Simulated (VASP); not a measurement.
C, 2 atoms in the cell. Symmetry: R-3m, No. 166, trigonal system. Conventional cell: a = 2.445 Å, b = 2.445 Å, c = 9.918 Å, α = 90.00°, β = 90.00°, γ = 120.00°. C (site symmetry 3m) has 3 C at 1.41 Å within 1.9 Å. 

| Property | Result |
| --- | --- |
| Program | VASP 6.6.1 |
| Task | single point |
| Functional | LDA |
| Potentials or basis | VASP PAW LDA potentials, release 64 (C) |
| Cutoff | 520 eV |
| k mesh | 12 × 12 × 12 |
| Occupations | gaussian, width 0.02 eV |
| Spin | no spin polarisation |
| Dipole correction | no |
| Further INCAR settings | ALGO = Normal; EDIFF = 1e-07; NBANDS = 11 |

Potentials or basis: VASP PAW LDA potentials, release 64 (C).

Command:

```console
$ cat potpaw_LDA.64/C/POTCAR > POTCAR
$ mpirun -np 1 vasp_std > vasp.out
```

Hardware: 1 thread of AMD EPYC 7R13 Processor (Zen 3), on a shared host.

Question: How long does it take, and how much memory?

Answer: Run time: 35 s on 1 thread of AMD EPYC 7R13 Processor (Zen 3) (shared host), peak memory 0.12 GiB. Counts: scf iterations 12, k points 189.
